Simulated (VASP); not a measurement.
Wanted: the native input for a VASP 6.6.1 run.

* Task: single point
* Functional: r2SCAN
* Potentials or basis: VASP PAW PBE potentials, release 64 (Mg, O)
* Cutoff: 520 eV
* k mesh: 10 × 10 × 10
* Occupations: gaussian, width 0.01 eV
* Spin: no spin polarisation
* Dipole correction: no
* Further INCAR settings: ALGO = Normal; EDIFF = 1e-07; NBANDS = 11

MgO:

```
Mg O
1.0
     2.06012    2.06012    0.00000
    -2.06012    2.06012    0.00000
     0.00000    2.06012    2.12930
Mg O
1 1
Direct
  0.00000 0.00000 0.00000
  0.50000 0.50000 0.00000
```

This cell differs from its parent crystal: in-plane strain -0.02, then relaxed in part.

The input as run:

POSCAR

```
MgO
1.0
    2.0601241659      2.0601241659      0.0000000000
   -2.0601241659      2.0601241659      0.0000000000
    0.0000000000      2.0601241659      2.1292978572
Mg O
1 1
Direct
    0.0000000000      0.0000000000      0.0000000000
    0.5000000000      0.5000000000      0.0000000000
```

INCAR.step1

```
SYSTEM = MgO
  PREC = Accurate
  ENCUT = 520
  ISMEAR = 0
  SIGMA = 0.01
  LREAL = .FALSE.
  LASPH = .TRUE.
  NELM = 100
  NBANDS = 11
  GGA = PE
  ALGO = Normal
  EDIFF = 1E-4
  LWAVE = .TRUE.
  LCHARG = .FALSE.
```

INCAR.step2

```
SYSTEM = MgO
  PREC = Accurate
  ENCUT = 520
  EDIFF = 1E-7
  ISMEAR = 0
  SIGMA = 0.01
  LREAL = .FALSE.
  LASPH = .TRUE.
  NELM = 100
  ALGO = Normal
  ISIF = 2
  LWAVE = .FALSE.
  LCHARG = .FALSE.
  METAGGA = R2SCAN
  LMIXTAU = .TRUE.
  NBANDS = 11
  ISTART = 1
```

KPOINTS

```
regular mesh
0
G
  10 10 10
  0 0 0
```

Potentials or basis: VASP PAW PBE potentials, release 64 (Mg, O).

Command:

```console
$ cat potpaw_PBE.64/Mg/POTCAR potpaw_PBE.64/O/POTCAR > POTCAR
$ cp INCAR.step1 INCAR
$ mpirun -np 1 vasp_std > vasp.out
$ cp INCAR.step2 INCAR
$ mpirun -np 1 vasp_std > vasp.out
```

Results of the run:

| Item | Value |
| --- | --- |
| Pressure | 4.1 GPa |
| Band gap on the k mesh | 5.89 eV |

Caveat: the cell differs from its parent crystal (in-plane strain -0.02, then relaxed in part); the cell stands under pressure; the PAW data sets were made with another functional, which shifts forces and pressure a little.

Wall time 72 s on 1 thread of Intel Xeon 8259CL (shared host), peak memory 0.16 GiB.
